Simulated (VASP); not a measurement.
# Cs (P6_3/mmc) in VASP: notebook

Runs on Cs. Level: PBEsol. Tasks: single point.

All numbers are computed with VASP 6.6.1; they aren't measurements. Logs are shortened: lines on timing, memory, paths and dates and some standing lists are left out, and cuts for length are marked.

## 1. The cell of the first run

The structure is hexagonal, space group P6_3/mmc (No. 194). Conventional cell: a = 4.748 Å, b = 4.748 Å, c = 7.692 Å, α = 90.00°, β = 90.00°, γ = 120.00°.

## 2. Single point, PBEsol

INCAR

```
ALGO     = Normal         # electronic algorithm
EDIFF    = 1E-7           # SCF threshold, eV
ENCUT    = 520            # plane-wave cutoff, eV
GGA      = PS             # functional
ISIF     = 2              # what is computed and relaxed
ISMEAR   = -1             # smearing method
LASPH    = True           # aspherical terms in the spheres
LCHARG   = False          # write CHGCAR
LREAL    = False          # projectors in reciprocal space
LWAVE    = False          # write WAVECAR
NBANDS   = 16             # bands
NELM     = 100            # most SCF steps
PREC     = Accurate       # precision mode
SIGMA    = 0.08           # smearing width, eV
```

KPOINTS

```
k-points
0
Gamma
  8 8 5
```

POSCAR

```
Cs
1.0
    4.7484336363      0.0000000000      0.0000000000
   -2.3742168182      4.1122641572      0.0000000000
    0.0000000000      0.0000000000      7.6924624909
Cs
2
Direct
    0.3333333333      0.6666666667      0.2500000000
    0.6666666667      0.3333333333      0.7500000000
```

Potentials or basis: VASP PAW PBE potentials, release 64 (Cs_sv).

Launch:

```bash
$ cat potpaw_PBE.64/Cs_sv/POTCAR > POTCAR
$ mpirun -np 1 vasp_std > vasp.out
```

OUTCAR:

```text
EDIFF = 1E-7
   ENCUT = 520
   GGA = PS
   ISIF = 2
   ISMEAR = -1
   LASPH = True
   LREAL = False
   NELM = 100
   PREC = Accurate

 ion  position               nearest neighbor table
   1  0.333  0.667  0.250-
   2  0.667  0.333  0.750-

  LATTYP: Found a hexagonal cell.
 ALAT       =     4.7484336363
 C/A-ratio  =     1.6200000000

  Lattice vectors:

 A1 = (   4.7484336363,   0.0000000000,   0.0000000000)
 A2 = (  -2.3742168182,   4.1122641572,   0.0000000000)
 A3 = (   0.0000000000,   0.0000000000,   7.6924624909)

Analysis of symmetry for initial positions (statically):
=====================================================================
 Subroutine PRICEL returns:
 Original cell was already a primitive cell.

 Routine SETGRP: Setting up the symmetry group for a
 hexagonal supercell.

 Subroutine GETGRP returns: Found 24 space group operations
 (whereof 12 operations were pure point group operations)
 out of a pool of 24 trial point group operations.

The static configuration has the point symmetry D_3d.
 The point group associated with its full space group is D_6h.

Analysis of symmetry for dynamics (positions and initial velocities):
=====================================================================
 Subroutine PRICEL returns:
 Original cell was already a primitive cell.

 Routine SETGRP: Setting up the symmetry group for a
 hexagonal supercell.

 Subroutine GETGRP returns: Found 24 space group operations
 (whereof 12 operations were pure point group operations)
 out of a pool of 24 trial point group operations.

The dynamic configuration has the point symmetry D_3d.
 The point group associated with its full space group is D_6h.

 Subroutine INISYM returns: Found 24 space group operations
 (whereof 12 operations are pure point group operations),
 and found     1 'primitive' translations

----------------------------------------------------------------------------------------

                                     Primitive cell

  volume of cell :     150.2093

  direct lattice vectors                    reciprocal lattice vectors
     4.748433636  0.000000000  0.000000000     0.210595762  0.121587520  0.000000000
    -2.374216818  4.112264157  0.000000000     0.000000000  0.243175040  0.000000000
     0.000000000  0.000000000  7.692462491     0.000000000  0.000000000  0.129997384

  length of vectors
     4.748433636  4.748433636  7.692462491     0.243175040  0.243175040  0.129997384

  position of ions in fractional coordinates (direct lattice)
     0.333333333  0.666666667  0.250000000
     0.666666667  0.333333333  0.750000000

  ion indices of the primitive-cell ions
   primitive index   ion index
                 1           1
                 2           2

----------------------------------------------------------------------------------------

 KPOINTS: k-points

Automatic generation of k-mesh.
 Grid dimensions read from file:
 generate k-points for:    8    8    5

 Generating k-lattice:

  Cartesian coordinates                     Fractional coordinates (reciprocal lattice)
     0.026324470  0.015198440  0.000000000     0.125000000  0.000000000  0.000000000
     0.000000000  0.030396880  0.000000000     0.000000000  0.125000000  0.000000000
     0.000000000  0.000000000  0.025999477     0.000000000  0.000000000  0.200000000

  Length of vectors
     0.030396880  0.030396880  0.025999477

  Shift w.r.t. Gamma in fractional coordinates (k-lattice)
     0.000000000  0.000000000  0.000000000

 Subroutine IBZKPT returns following result:
 ===========================================

 Found     30 irreducible k-points:

 Following reciprocal coordinates:
            Coordinates               Weight
  0.000000  0.000000  0.000000      1.000000
  0.125000  0.000000  0.000000      6.000000
  0.250000  0.000000  0.000000      6.000000
  0.375000  0.000000  0.000000      6.000000
  0.500000  0.000000  0.000000      3.000000
  0.125000  0.125000  0.000000      6.000000
[... 16 lines left out ...]
  0.250000  0.000000  0.400000     12.000000
  0.375000  0.000000  0.400000     12.000000
 [... further k-points ...]
   k-points           NKPTS =     30   k-points in BZ     NKDIM =     30   number of bands    NBANDS=     16
   number of dos      NEDOS =    301   number of ions     NIONS =      2
   total plane-waves  NPLWV =  77760
   dimension x,y,z NGX =    36 NGY =   36 NGZ =   60
   dimension x,y,z NGXF=    72 NGYF=   72 NGZF=  120
   ions per type =               2
   NGX,Y,Z   is equivalent  to a cutoff of  12.60, 12.60, 12.97 a.u.
   NGXF,Y,Z  is equivalent  to a cutoff of  25.21, 25.21, 25.93 a.u.
 SYSTEM =  unknown system
   PREC   = accura    normal or accurate (medium, high low for compatibility)
   ISTART =      0    job   : 0-new  1-cont  2-samecut
   ICHARG =      2    charge: 1-file 2-atom 10-const
   ISPIN  =      1    spin polarized calculation?
   LNONCOLLINEAR =      F non collinear calculations
   LSORBIT =      F    spin-orbit coupling
   LASPH  =      T    aspherical Exc in radial PAW
   ENCUT  =  520.0 eV  38.22 Ry    6.18 a.u.   8.83  8.83 14.30*2*pi/ulx,y,z
   NELM   =    100;   NELMIN=  2; NELMDL= -5     # of ELM steps
   EDIFF  = 0.1E-06   stopping-criterion for ELM
   LREAL  =      F    real-space projection
   EDIFFG = 0.1E-05   stopping-criterion for IOM
   NSW    =      0    number of steps for IOM
   IBRION =     -1    ionic relax: 0-MD 1-quasi-New 2-CG
   NFREE  =      0    steps in history (QN), initial steepest desc. (CG)
   ISIF   =      2    stress and relaxation
   ISYM   =      2    0-nonsym 1-usesym 2-fastsym
   POTIM  = 0.5000    time-step for ionic-motion
   TEBEG  =    0.0;   TEEND  =   0.0 temperature during run
   PSTRESS=    0.0 pullay stress
   NELECT =      18.0000    total number of electrons
   NUPDOWN=      -1.0000    fix difference up-down
   EMIN   =  10.00;   EMAX   =-10.00  energy-range for DOS
   EFERMI =   0.00;   METHOD = LEGACY
   ISMEAR =    -1;   SIGMA  =   0.08  broadening in eV -4-tet -1-fermi 0-gaus
   EFERMI_NEDOS =   21; number of points for ismear=-14 and -15
   IALGO  =     38    algorithm
   IMIX   =      4    mixing-type and parameters
     AMIX     =   0.40;   BMIX     =  1.00
     AMIX_MAG =   1.60;   BMIX_MAG =  1.00
  volume/ion in A,a.u.               =      75.10       506.83
  Fermi-wavevector in a.u.,A,eV,Ry     =   0.807111  1.525219  8.863224  0.651429
  Thomas-Fermi vector in A             =   1.915670
   LORBIT       =      0    0 simple, 1 ext, 2 COOP (PROOUT), +10 PAW based schemes
   GGA     = PS    functional components
   LHFCALC =     F    Hartree Fock is set to
   AEXX    =    0.0000 exact exchange contribution
   IVDW    =     0    specifies the selected vdW correction
   LEPSILON=     F    determine dielectric tensor
   LRPA    =     F    only Hartree local field effects (RPA)
 non-spin polarized calculation
  energy-cutoff  :      520.00
  volume of cell :      150.21
 maximum number of plane-waves:      4066
 NGX is ok and might be reduce to    36

 number of electron      18.0000004 magnetization

 Free energy of the ion-electron system (eV)
  ---------------------------------------------------
  ext. energy  EPLUGINS =         0.00000000
  ---------------------------------------------------
  free energy    TOTEN  =        -1.69127887 eV

  energy without entropy =       -1.62864177  energy(sigma->0) =       -1.65996032

 E-fermi :   1.6437     XC(G=0):  -6.7230

 val. band max:        1.6413911740   @ k =   0.3750   0.0000   0.4000
 cond. band min:       1.6524979310   @ k =   0.1250   0.0000   0.0000
 fundamental gap:      0.0111067571
 Fermi energy:         1.6437218110

 k-point     1 :       0.0000    0.0000    0.0000
  band No.  band energies     occupation
      1     -22.0356      2.00000
      2     -21.9914      2.00000
      3      -9.1420      2.00000
      4      -8.6756      2.00000
      5      -8.6756      2.00000
      6      -8.6054      2.00000
[... 8 lines left out ...]
     15       4.6990      0.00000
     16       4.6990      0.00000

 k-point     2 :       0.1250    0.0000    0.0000
  band No.  band energies     occupation
      1     -22.0301      2.00000
      2     -21.9889      2.00000
      3      -9.1156      2.00000
      4      -8.7372      2.00000
      5      -8.6947      2.00000
      6      -8.6695      2.00000
[... 8 lines left out ...]
     15       4.6530      0.00000
     16       4.7542      0.00000

 k-point     3 :       0.2500    0.0000    0.0000
  band No.  band energies     occupation
      1     -22.0163      2.00000
      2     -21.9834      2.00000
      3      -9.0446      2.00000
      4      -8.8846      2.00000
      5      -8.8125      2.00000
      6      -8.7377      2.00000
[... 8 lines left out ...]
     15       4.4892      0.00000
     16       5.0790      0.00000

 k-point     4 :       0.3750    0.0000    0.0000
  band No.  band energies     occupation
      1     -22.0009      2.00000
      2     -21.9793      2.00000
      3      -9.0287      2.00000
      4      -8.9538      2.00000
      5      -8.9430      2.00000
      6      -8.7781      2.00000
[... 8 lines left out ...]
     15       4.1871      0.00000
     16       5.9139      0.00000

 k-point     5 :       0.5000    0.0000    0.0000
  band No.  band energies     occupation
      1     -21.9933      2.00000
      2     -21.9789      2.00000
      3      -9.0870      2.00000
      4      -8.9944      2.00000
      5      -8.9002      2.00000
      6      -8.7942      2.00000
[... 8 lines left out ...]
     15       4.2235      0.00000
     16       6.5652      0.00000

 k-point     6 :       0.1250    0.1250    0.0000
  band No.  band energies     occupation
      1     -22.0205      2.00000
      2     -21.9849      2.00000
      3      -9.0668      2.00000
      4      -8.8209      2.00000
      5      -8.7979      2.00000
      6      -8.7078      2.00000
[... 8 lines left out ...]
     15       4.6376      0.00000
     16       4.8889      0.00000

 k-point     7 :       0.2500    0.1250    0.0000
  band No.  band energies     occupation
      1     -22.0057      2.00000
      2     -21.9803      2.00000
      3      -8.9843      2.00000
      4      -8.9569      2.00000
      5      -8.9057      2.00000
      6      -8.7718      2.00000
[... 8 lines left out ...]
     15       4.2405      0.00000
     16       5.3774      0.00000

 k-point     8 :       0.3750    0.1250    0.0000
  band No.  band energies     occupation
      1     -21.9934      2.00000
      2     -21.9788      2.00000
      3      -9.0553      2.00000
      4      -8.9690      2.00000
      5      -8.9017      2.00000
      6      -8.8218      2.00000
[... 8 lines left out ...]
     15       4.1493      0.00000
     16       5.9746      0.00000

 k-point     9 :       0.2500    0.2500    0.0000
  band No.  band energies     occupation
      1     -21.9934      2.00000
      2     -21.9788      2.00000
      3      -9.0019      2.00000
      4      -8.9584      2.00000
      5      -8.9033      2.00000
      6      -8.8391      2.00000
[... 8 lines left out ...]
     15       3.9539      0.00000
     16       5.7586      0.00000
[... 172 lines left out ...]
 k-point    19 :       0.2500    0.2500    0.2000
  band No.  band energies     occupation
      1     -21.9920      2.00000
      2     -21.9802      2.00000
      3      -9.0135      2.00000
      4      -9.0100      2.00000
      5      -8.8606      2.00000
      6      -8.8365      2.00000
[... 8 lines left out ...]
     15       4.0538      0.00000
     16       5.6578      0.00000

 k-point    20 :       0.3750    0.2500    0.2000
  band No.  band energies     occupation
      1     -21.9857      2.00000
      2     -21.9808      2.00000
      3      -9.0326      2.00000
      4      -8.9790      2.00000
      5      -8.9305      2.00000
      6      -8.8227      2.00000
[... 8 lines left out ...]
     15       4.3573      0.00000
     16       5.7964      0.00000

 k-point    21 :       0.0000    0.0000    0.4000
  band No.  band energies     occupation
      1     -22.0205      2.00000
      2     -22.0068      2.00000
      3      -8.9667      2.00000
      4      -8.7993      2.00000
      5      -8.6516      2.00000
      6      -8.6516      2.00000
[... 8 lines left out ...]
     15       4.3058      0.00000
     16       4.3058      0.00000

 k-point    22 :       0.1250    0.0000    0.4000
  band No.  band energies     occupation
      1     -22.0160      2.00000
      2     -22.0032      2.00000
      3      -8.9647      2.00000
      4      -8.8234      2.00000
      5      -8.6987      2.00000
      6      -8.6670      2.00000
[... 8 lines left out ...]
     15       4.3303      0.00000
     16       4.4725      0.00000

 k-point    23 :       0.2500    0.0000    0.4000
  band No.  band energies     occupation
      1     -22.0050      2.00000
      2     -21.9948      2.00000
      3      -8.9916      2.00000
      4      -8.9233      2.00000
      5      -8.7728      2.00000
      6      -8.7030      2.00000
[... 8 lines left out ...]
     15       4.6453      0.00000
     16       4.8838      0.00000

 k-point    24 :       0.3750    0.0000    0.4000
  band No.  band energies     occupation
      1     -21.9935      2.00000
      2     -21.9868      2.00000
      3      -9.0770      2.00000
      4      -9.0421      2.00000
      5      -8.7793      2.00000
      6      -8.7379      2.00000
[... 8 lines left out ...]
     15       4.6902      0.00000
     16       5.2512      0.00000

 [... further k-points ...]
[... 5 lines left out ...]
  --------------------------------------------------------------------------------------
  -------------------------------------------------------------------------------------
  Total        1.1792042      1.1792042      1.2362701     -0.0000000     -0.0000000      0.0000000
  in kB       12.5777461     12.5777461     13.1864289     -0.0000000     -0.0000000      0.0000000
  external PRESSURE =      12.7806404 kB  Pullay stress =       0.0000000 kB

 VOLUME and BASIS-vectors are now :
 -----------------------------------------------------------------------------
  energy-cutoff  :      520.00
  volume of cell :      150.21
      direct lattice vectors                 reciprocal lattice vectors
     4.748433636  0.000000000  0.000000000     0.210595762  0.121587520  0.000000000
    -2.374216818  4.112264157  0.000000000     0.000000000  0.243175040  0.000000000
     0.000000000  0.000000000  7.692462491     0.000000000  0.000000000  0.129997384

 POSITION                                       TOTAL-FORCE (eV/Angst)
 -----------------------------------------------------------------------------------
     -0.00000      2.74151      1.92312         0.000000     -0.000000      0.000000
      2.37422      1.37075      5.76935        -0.000000      0.000000      0.000000
 -----------------------------------------------------------------------------------
    total drift:                               -0.000000      0.000000     -0.000000

  FREE ENERGIE OF THE ION-ELECTRON SYSTEM (eV)
  ---------------------------------------------------
  free  energy   TOTEN  =        -1.6912788708 eV

  energy  without entropy=       -1.6286417722  energy(sigma->0) =       -1.65996032
```

It took 26 s on 1 thread of Intel Xeon 6975P-C (Granite Rapids), shared host; peak memory 0.26 GiB.

Results:

```
Free energy            : -1.6913 eV
Pressure               : 1.3 GPa
Band gap on the k mesh : zero (band 9 reaches 2.19 eV, above the bottom of band 10 at 0.79 eV)
```

Levels at points of the mesh, in eV from the Fermi level:
```tsv
k point	band 6	band 7	band 8	band 9	band 10	band 11	band 12	band 13
(0.00, 0.00, 0.00)	-10.25	-10.25	-10.24	-2.08	-0.23	1.49	2.57	2.57
(0.50, 0.00, 0.00)	-10.44	-10.37	-10.31	-0.03	0.27	0.49	1.16	2.07
```

Caveat: the PAW data sets were made with another functional, which shifts forces and pressure a little; spin-orbit coupling is left out, which moves the levels of the heavy elements.

## 3. Single point, PBEsol

INCAR

```
SYSTEM = Cs
PREC = Accurate
ENCUT = 520
EDIFF = 1E-6
ISMEAR = -1
SIGMA = 0.08
LREAL = .False.
LASPH = .True.
NELM = 80
ALGO = Normal
ISIF = 2
LWAVE = .False.
LCHARG = .False.
GGA = PS
NBANDS = 16
```

KPOINTS

```
regular mesh
0
Gamma
  8 8 5
  0 0 0
```

POSCAR is that of step 2.

Potentials or basis: VASP PAW PBE potentials, release 64 (Cs_sv).

Launch:

```bash
$ cat potpaw_PBE.64/Cs_sv/POTCAR > POTCAR
$ mpirun -np 1 vasp_std > vasp.out
```

It took 21 s on 1 thread of Intel Xeon 6975P-C (Granite Rapids), shared host; peak memory 0.26 GiB.

Results (log left out):

* Free energy: -1.6913 eV
* Pressure: 1.3 GPa
* Band gap on the k mesh: zero (band 9 reaches 2.19 eV, above the bottom of band 10 at 0.79 eV)

Levels at points of the mesh, in eV from the Fermi level:
| k point | band 7 | band 8 | band 9 | band 10 | band 11 | band 12 |
| --- | --- | --- | --- | --- | --- | --- |
| (0.00, 0.00, 0.00) | -10.25 | -10.24 | -2.08 | -0.23 | 1.49 | 2.57 |
| (0.50, 0.00, 0.00) | -10.37 | -10.31 | -0.03 | 0.27 | 0.49 | 1.16 |

Caveat: the PAW data sets were made with another functional, which shifts forces and pressure a little; spin-orbit coupling is left out, which moves the levels of the heavy elements.

(Part 1 of 2 ends here.)
